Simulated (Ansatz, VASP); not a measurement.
Co: VASP beside Ansatz

```
Co
1.0
     3.93898    0.00000    0.00000
    -1.96949    3.41126    0.00000
     0.00000    0.00000    2.40990
Co
3
Direct
  0.00000 0.00000 0.00000
  0.33333 0.66667 0.50000
  0.66667 0.33333 0.50000
```

Alike in both runs: functional r2SCAN; k mesh 9 × 9 × 13; occupations fermi-dirac, width 0.05 eV; collinear spin.

Ansatz relaxed the structure, and its values are those at the end. VASP's run is a single point on that final structure, the one shown.

```csv
,VASP,Ansatz
version,VASP 6.6.1,Ansatz 0.2.0
potentials or method,"VASP PAW PBE potentials, release 64 (Co), cutoff 520 eV","plane waves (500 eV) with PAW, scalar-relativistic"
valence electrons in the cell,27,51
```

```csv
,VASP,Ansatz,Ansatz less VASP
pressure (GPa),-0.3,0.0,+0.27
net moment per atom (μB),1.75,1.77,+0.015
size of the moment on the site where the two differ most (μB),1.75,1.85,+0.096
```

VASP's potentials were made for PBE, not for r2SCAN. Site moments also hang on the region over which each program counts them. With one functional, cell and mesh, what is left measures potentials, basis and numerics. VASP's potentials hold 27 valence electrons a cell and Ansatz's 51, so a difference there can come from the potentials and not from the codes.
